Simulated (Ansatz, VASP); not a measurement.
## CdF2 in VASP and in Ansatz

```
Cd F
1.0
    -0.20100    2.74027    2.81344
     2.74027   -0.20100    2.81344
     2.53927    2.53927    0.00000
Cd F
1 2
Cartesian
  0.0000 0.0000 0.0000
  1.2696 1.2696 1.4067
  3.8089 3.8089 4.2202
```

Change from the starting cell: engineering shear strain xy -0.1467, normal strain along z +0.0267.

Alike in both runs: task single point; functional PBE; k mesh 8 × 8 × 8; occupations gaussian, width 0.05 eV; no spin polarisation.

|  | VASP | Ansatz |
| --- | --- | --- |
| version | VASP 6.6.1 | Ansatz 0.2.0 |
| potentials or method | VASP PAW PBE potentials, release 64 (Cd, F), cutoff 520 eV | scalar-relativistic, plane waves, PAW |
| valence electrons in the cell | 26 | 34 |

```tsv
	VASP	Ansatz	Ansatz less VASP
gap on the k mesh at the Fermi level (eV)	2.77	2.80	+0.030
least direct gap on the mesh (eV)	3.18	3.21	+0.030
pressure (GPa)	0.4	-0.2	-0.57
traceless stress, the component that is largest in VASP (GPa)	2.91	2.48	-0.432
rms of the force components (eV/Å)	0.081	0.058	-0.0231
```

Atom by atom the forces differ by 0.023 eV/Å (rms over components). The functional is the same, so the differences come from potentials, cutoffs and numerics. VASP's potentials hold 26 valence electrons a cell and Ansatz's 34, so a difference there can come from the potentials and not from the codes.
